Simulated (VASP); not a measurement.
# GaSb3 (I4/mmm) in VASP: further runs

The runs below take GaSb3 through single point, with PBEsol.

Everything below comes from runs of VASP 6.6.1. Logs are shortened: lines on timing, memory, paths and dates and some standing lists are left out, and cuts for length are marked.

### 1 The cell of the first run

It takes space group I4/mmm (No. 139, tetragonal). Conventional cell: a = 5.389 Å, b = 5.389 Å, c = 7.035 Å, α = 90.00°, β = 90.00°, γ = 90.00°. Within 4.2 Å of Ga (site symmetry 4/mmm) lie 14 Sb at 3.22 to 3.81 Å. Within 4.2 Å of Sb (site symmetry -4m2) lie 4 Ga at 3.22 Å and 10 Sb at 3.22 to 3.81 Å. Sb (site symmetry 4/mmm) has 8 Sb at 3.22 Å and 6 Ga at 3.52 to 3.81 Å within 4.2 Å.

### 2 Single point, PBEsol (25.54 Å³/atom)

File INCAR:

```
SYSTEM = GaSb3
ALGO = Normal
EDIFF = 1E-6
ENCUT = 520
GGA = PS
ISIF = 2
ISMEAR = 0
LASPH = .True.
LCHARG = .False.
LREAL = .False.
LWAVE = .False.
NBANDS = 22
NELM = 60
PREC = Accurate
SIGMA = 0.15
```

File KPOINTS:

```
k-points
0
Gamma
  10 10 10
  0 0 0
```

File POSCAR:

```
GaSb3
1.0
    0.0000000000      3.8108020999      3.5173703382
    3.8108020999      0.0000000000      3.5173703382
    3.8108020999      3.8108020999      0.0000000000
Ga Sb
1 3
Direct
    0.0000000000      0.0000000000      0.0000000000
    0.2500000000      0.2500000000      0.2500000000
    0.7500000000      0.7500000000      0.7500000000
    0.5000000000      0.5000000000      0.5000000000
```

Potentials or basis: VASP PAW PBE potentials, release 64 (Ga_d, Sb).

Command:

```console
cat potpaw_PBE.64/Ga_d/POTCAR potpaw_PBE.64/Sb/POTCAR > POTCAR
mpirun -np 1 vasp_std > vasp.out
```

OUTCAR:

```text
SYSTEM = GaSb3
   EDIFF = 1E-6
   ENCUT = 520
   GGA = PS
   ISIF = 2
   ISMEAR = 0
   LASPH = .True.
   LREAL = .False.
   NELM = 60
   PREC = Accurate

 ion  position               nearest neighbor table
   1  0.000  0.000  0.000-   3 3.22   3 3.22   3 3.22   2 3.22   3 3.22   2 3.22   2 3.22   2 3.22

   2  0.250  0.250  0.250-   1 3.22   1 3.22   1 3.22   1 3.22   4 3.22   4 3.22   4 3.22   4 3.22
                             3 3.52   3 3.52
   3  0.750  0.750  0.750-   4 3.22   4 3.22   4 3.22   1 3.22   4 3.22   1 3.22   1 3.22   1 3.22
                             2 3.52   2 3.52
   4  0.500  0.500  0.500-   2 3.22   2 3.22   2 3.22   2 3.22   3 3.22   3 3.22   3 3.22   3 3.22

  LATTYP: Found a body centered tetragonal cell.
 ALAT       =     5.3892880132
 C/A-ratio  =     1.3053191181

  Lattice vectors:

 A1 = (   0.0000000000,  -3.8108020999,  -3.5173703382)
 A2 = (   0.0000000000,   3.8108020999,  -3.5173703382)
 A3 = (   3.8108020999,   0.0000000000,   3.5173703382)

Analysis of symmetry for initial positions (statically):
=====================================================================
 Subroutine PRICEL returns:
 Original cell was already a primitive cell.

 Routine SETGRP: Setting up the symmetry group for a
 body centered tetragonal supercell.

 Subroutine GETGRP returns: Found 16 space group operations
 (whereof 16 operations were pure point group operations)
 out of a pool of 16 trial point group operations.

The static configuration has the point symmetry D_4h.

Analysis of symmetry for dynamics (positions and initial velocities):
=====================================================================
 Subroutine PRICEL returns:
 Original cell was already a primitive cell.

 Routine SETGRP: Setting up the symmetry group for a
 body centered tetragonal supercell.

 Subroutine GETGRP returns: Found 16 space group operations
 (whereof 16 operations were pure point group operations)
 out of a pool of 16 trial point group operations.

The dynamic configuration has the point symmetry D_4h.

 Subroutine INISYM returns: Found 16 space group operations
 (whereof 16 operations are pure point group operations),
 and found     1 'primitive' translations

----------------------------------------------------------------------------------------
[... 89 lines left out ...]
   ISTART =      0    job   : 0-new  1-cont  2-samecut
   ICHARG =      2    charge: 1-file 2-atom 10-const
   ISPIN  =      1    spin polarized calculation?
   LNONCOLLINEAR =      F non collinear calculations
   LSORBIT =      F    spin-orbit coupling
   LASPH  =      T    aspherical Exc in radial PAW
   ENCUT  =  520.0 eV  38.22 Ry    6.18 a.u.   9.64  9.64 10.02*2*pi/ulx,y,z
   NELM   =     60;   NELMIN=  2; NELMDL= -5     # of ELM steps
   EDIFF  = 0.1E-05   stopping-criterion for ELM
   LREAL  =      F    real-space projection
   EDIFFG = 0.1E-04   stopping-criterion for IOM
   NSW    =      0    number of steps for IOM
   IBRION =     -1    ionic relax: 0-MD 1-quasi-New 2-CG
   NFREE  =      0    steps in history (QN), initial steepest desc. (CG)
   ISIF   =      2    stress and relaxation
   ISYM   =      2    0-nonsym 1-usesym 2-fastsym
   POTIM  = 0.5000    time-step for ionic-motion
   TEBEG  =    0.0;   TEEND  =   0.0 temperature during run
   PSTRESS=    0.0 pullay stress
   NELECT =      28.0000    total number of electrons
   NUPDOWN=      -1.0000    fix difference up-down
   EMIN   =  10.00;   EMAX   =-10.00  energy-range for DOS
   EFERMI =   0.00;   METHOD = LEGACY
   ISMEAR =     0;   SIGMA  =   0.15  broadening in eV -4-tet -1-fermi 0-gaus
   EFERMI_NEDOS =   21; number of points for ismear=-14 and -15
   IALGO  =     38    algorithm
   IMIX   =      4    mixing-type and parameters
     AMIX     =   0.40;   BMIX     =  1.00
     AMIX_MAG =   1.60;   BMIX_MAG =  1.00
  volume/ion in A,a.u.               =      25.54       172.35
  Fermi-wavevector in a.u.,A,eV,Ry     =   1.063410  2.009553 15.386010  1.130840
  Thomas-Fermi vector in A             =   2.198893
   LORBIT       =      0    0 simple, 1 ext, 2 COOP (PROOUT), +10 PAW based schemes
   GGA     = PS    functional components
   LHFCALC =     F    Hartree Fock is set to
   AEXX    =    0.0000 exact exchange contribution
   IVDW    =     0    specifies the selected vdW correction
   LEPSILON=     F    determine dielectric tensor
   LRPA    =     F    only Hartree local field effects (RPA)
 non-spin polarized calculation
 Gauss-broadening in eV      SIGMA  =   0.15
  energy-cutoff  :      520.00
  volume of cell :      102.16
 maximum number of plane-waves:      2770
   NGX = 19   NGY = 19   NGZ = 21

 number of electron      28.0000010 magnetization

 Free energy of the ion-electron system (eV)
  ---------------------------------------------------
  ext. energy  EPLUGINS =         0.00000000
  ---------------------------------------------------
  free energy    TOTEN  =       -16.33931401 eV

  energy without entropy =      -16.30884147  energy(sigma->0) =      -16.32407774

 E-fermi :   7.5020     XC(G=0): -10.3698

 val. band max:        7.4957918626   @ k =   0.5000   0.0000   0.0000
 cond. band min:       7.5102220100   @ k =   0.4000   0.3000   0.1000
 fundamental gap:      0.0144301474
 Fermi energy:         7.5019645428

 k-point     1 :       0.0000    0.0000    0.0000
  band No.  band energies     occupation
      1      -7.2443      2.00000
      2      -7.2443      2.00000
      3      -7.2370      2.00000
      4      -7.2358      2.00000
      5      -7.2223      2.00000
      6      -5.0670      2.00000
[... 589 lines left out ...]
     21      11.9413      0.00000
     22      12.2117      0.00000

 [... further k-points ...]
[... 5 lines left out ...]
  --------------------------------------------------------------------------------------
  -------------------------------------------------------------------------------------
  Total       -1.7423840     -1.7423840     -1.5475180      0.0000000     -0.0000000      0.0000000
  in kB      -27.3258438    -27.3258438    -24.2697553      0.0000000     -0.0000000      0.0000000
  external PRESSURE =     -26.3071476 kB  Pullay stress =       0.0000000 kB

 VOLUME and BASIS-vectors are now :
 -----------------------------------------------------------------------------
  energy-cutoff  :      520.00
  volume of cell :      102.16
      direct lattice vectors                 reciprocal lattice vectors
     0.000000000  3.810802100  3.517370338    -0.131205974  0.131205974  0.142151651
     3.810802100  0.000000000  3.517370338     0.131205974 -0.131205974  0.142151651
     3.810802100  3.810802100  0.000000000     0.131205974  0.131205974 -0.142151651

 POSITION                                       TOTAL-FORCE (eV/Angst)
 -----------------------------------------------------------------------------------
      0.00000      0.00000      0.00000        -0.000000     -0.000000      0.000000
      1.90540      1.90540      1.75869         0.000000      0.000000      0.000000
      5.71620      5.71620      5.27606        -0.000000     -0.000000     -0.000000
      3.81080      3.81080      3.51737        -0.000000     -0.000000      0.000000
 -----------------------------------------------------------------------------------
    total drift:                               -0.000000      0.000000      0.000000

  FREE ENERGIE OF THE ION-ELECTRON SYSTEM (eV)
  ---------------------------------------------------
  free  energy   TOTEN  =       -16.3393140082 eV

  energy  without entropy=      -16.3088414735  energy(sigma->0) =      -16.32407774
```

OSZICAR:

```text
N       E                     dE             d eps       ncg     rms          rms(c)
DAV:   1     0.159221479134E+03    0.15922E+03   -0.11675E+04  4672   0.135E+03
DAV:   2    -0.665410200265E+00   -0.15989E+03   -0.15360E+03  4978   0.316E+02
DAV:   3    -0.159225639893E+02   -0.15257E+02   -0.14775E+02  5552   0.822E+01
DAV:   4    -0.163734111282E+02   -0.45085E+00   -0.44872E+00  4954   0.145E+01
DAV:   5    -0.163841468884E+02   -0.10736E-01   -0.10733E-01  5768   0.237E+00    0.316E+00
DAV:   6    -0.163509016145E+02    0.33245E-01   -0.49130E-02  5790   0.231E+00    0.173E+00
DAV:   7    -0.163397088254E+02    0.11193E-01   -0.25826E-02  5570   0.116E+00    0.162E-01
DAV:   8    -0.163393260738E+02    0.38275E-03   -0.21254E-03  5314   0.438E-01    0.644E-02
DAV:   9    -0.163393150276E+02    0.11046E-04   -0.13869E-04  5506   0.744E-02    0.202E-02
DAV:  10    -0.163393142565E+02    0.77118E-06   -0.13574E-05  5244   0.364E-02    0.648E-03
DAV:  11    -0.163393140082E+02    0.24824E-06   -0.74337E-07  3250   0.758E-03
   1 F= -.16339314E+02 E0= -.16324078E+02  d E =-.304725E-01
```

stdout:

```text
POSCAR found type information on POSCAR GaSb
 POSCAR found :  2 types and       4 ions
 scaLAPACK will be used
 -----------------------------------------------------------------------------
|                                                                             |
|                                                                             |
|     You enforced a specific xc type in the INCAR file but a different       |
|     I HOPE YOU KNOW WHAT YOU ARE DOING!                                     |
|                                                                             |
 -----------------------------------------------------------------------------

 LDA part: xc-table for (Slater+PW92), standard interpolation
 POSCAR, INCAR and KPOINTS ok, starting setup
 FFT: planning ... GRIDC
 FFT: planning ... GRID_SOFT
 FFT: planning ... GRID
 WAVECAR not read
 entering main loop
```

It took 2 min on 1 thread of AMD EPYC 7R13 (Zen 3), shared host; peak memory 0.35 GiB.

What came out:

```
Free energy            : -16.3393 eV
Pressure               : -2.6 GPa
Band gap on the k mesh : zero (bands 14 and 15 overlap by 4.12 eV)
```

Caveat: the PAW data sets were made with another functional, which shifts forces and pressure a little; spin-orbit coupling is left out, which moves the levels of the heavy elements.

### 3 Single point, PBEsol (26.19 Å³/atom)

This run uses another cell than the first one, of 26.19 Å³/atom.

File INCAR:

```
SYSTEM = GaSb3
PREC = Accurate ; ENCUT = 520
EDIFF = 1E-7 ; ISMEAR = 0
SIGMA = 0.15 ; LREAL = .False.
LASPH = .True. ; NELM = 60
ALGO = Normal ; ISIF = 2
LWAVE = .False. ; LCHARG = .False.
GGA = PS ; NBANDS = 22
```

File KPOINTS:

```
Automatic mesh
0
Gamma
  10 10 10
  0 0 0
```

File POSCAR:

```
GaSb3
1.0
    0.0000000000      3.8086330830      3.6105841627
    3.8086330830      0.0000000000      3.6105841627
    3.8086330830      3.8086330830      0.0000000000
Ga Sb
1 3
Direct
    0.0000000000      0.0000000000      0.0000000000
    0.2500000000      0.2500000000      0.2500000000
    0.7500000000      0.7500000000      0.7500000000
    0.5000000000      0.5000000000      0.5000000000
```

Potentials or basis: VASP PAW PBE potentials, release 64 (Ga_d, Sb).

Command:

```console
cat potpaw_PBE.64/Ga_d/POTCAR potpaw_PBE.64/Sb/POTCAR > POTCAR
mpirun -np 1 vasp_std > vasp.out
```

Run time: 5.8 min. Hardware: 1 thread of AMD EPYC 7R13, shared host; peak memory 0.36 GiB.

The run converged. Its results:

```
Free energy            : -16.2924 eV
Pressure               : -3.9 GPa
Band gap on the k mesh : zero (bands 14 and 15 overlap by 3.94 eV)
```

Stress tensor (GPa, compression positive):
```
-4.12  0.00  0.00
 0.00 -4.12  0.00
 0.00  0.00 -3.52
```

Levels at points of the mesh, in eV from the Fermi level:
```csv
k point,band 10,band 11,band 12,band 13,band 14,band 15,band 16,band 17,band 18,band 19
"(0.00, 0.00, 0.00)",-2.77,-2.42,-2.42,-2.40,-2.40,-2.30,-0.81,-0.81,-0.21,3.25
"(0.50, 0.00, 0.00)",-3.60,-3.34,-2.65,-2.45,-0.38,-0.05,1.84,2.31,2.77,3.22
"(0.50, 0.50, 0.00)",-5.19,-5.19,0.34,0.53,0.94,0.94,1.82,1.82,2.44,4.07
"(0.50, 0.00, 0.50)",-5.10,-5.01,0.64,0.68,1.03,1.51,1.57,1.84,2.37,3.58
```

Caveat: the cell stands under tension; the PAW data sets were made with another functional, which shifts forces and pressure a little; spin-orbit coupling is left out, which moves the levels of the heavy elements.
